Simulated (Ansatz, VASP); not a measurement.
ZnSnP2: VASP beside Ansatz

The input INCAR:

```
SYSTEM = ZnSnP2
PREC = Accurate
ENCUT = 500
EDIFF = 1E-6
ISMEAR = 0
SIGMA = 0.05
LREAL = .FALSE.
LASPH = .TRUE.
NELM = 120
ALGO = Normal
ISIF = 2
LWAVE = .FALSE.
LCHARG = .TRUE.
GGA = PS
LELF = .TRUE.
LVHAR = .TRUE.
NBANDS = 46
GGA_COMPAT = .FALSE.
```

KPOINTS

```
Automatic mesh
0
G
  8 8 8
  0 0 0
```

POSCAR

```
ZnSnP2
1.0
   -2.9511000000      2.9511000000      5.7817500000
    2.9511000000     -2.9511000000      5.7817500000
    2.9511000000      2.9511000000     -5.7817500000
Zn Sn P
2 2 4
Direct
    0.7500000000      0.2500000000      0.5000000000
    0.0000000000      0.0000000000      0.0000000000
    0.2500000000      0.7500000000      0.5000000000
    0.5000000000      0.5000000000      0.0000000000
    0.3750000000      0.3504879709      0.4754879709
    0.6495120291      0.1250000000      0.0245120291
    0.1004879709      0.6250000000      0.9754879709
    0.8750000000      0.8995120291      0.5245120291
```

Input for Ansatz:

```yaml
crystal:
  lattice:
    - [-2.9511, 2.9511, 5.78175]
    - [2.9511, -2.9511, 5.78175]
    - [2.9511, 2.9511, -5.78175]
  atoms:
    - { symbol: Zn, position: [0.75, 0.25, 0.5] }
    - { symbol: Zn, position: [0.0, 0.0, 0.0] }
    - { symbol: Sn, position: [0.25, 0.75, 0.5] }
    - { symbol: Sn, position: [0.5, 0.5, 0.0] }
    - { symbol: P, position: [0.375, 0.3504879709, 0.4754879709] }
    - { symbol: P, position: [0.6495120291, 0.125, 0.0245120291] }
    - { symbol: P, position: [0.1004879709, 0.625, 0.9754879709] }
    - { symbol: P, position: [0.875, 0.8995120291, 0.5245120291] }
basis:
  ecutwfc: 520.0
kpoints:
  mp_grid: { grid: [8, 8, 8] }
hamiltonian:
  xc: pbesol
scf:
  occupations: { method: gaussian, width: 0.05 }
output:
  forces: true
  stress: true
  eigenvalues: true
```

Alike in both runs: task single point; functional PBEsol; k mesh 8 × 8 × 8; occupations gaussian, width 0.05 eV; no spin polarisation.

```csv
,VASP,Ansatz
version,VASP 6.6.1,Ansatz 0.2.0
potentials or method,"VASP PAW PBE potentials, release 64 (Zn, Sn_d, P), cutoff 500 eV","scalar-relativistic, plane waves, PAW"
valence electrons in the cell,72,72
```

Ansatz gave:

* gap on the k mesh at the Fermi level (eV): 0.11
* least direct gap on the mesh (eV): 0.11
* pressure (GPa): -6.9
* traceless stress, the component that is largest in VASP (GPa): 0.90
* rms of the force components (eV/Å): 0.100

Problem. Estimate VASP's values.

Solution. gap on the k mesh at the Fermi level (eV): 0.12; least direct gap on the mesh (eV): 0.12; pressure (GPa): -6.8; traceless stress, the component that is largest in VASP (GPa): 0.91; rms of the force components (eV/Å): 0.106.

VASP's potentials were made for PBE, not for PBEsol. Atom by atom the forces differ by 0.006 eV/Å (rms over components).
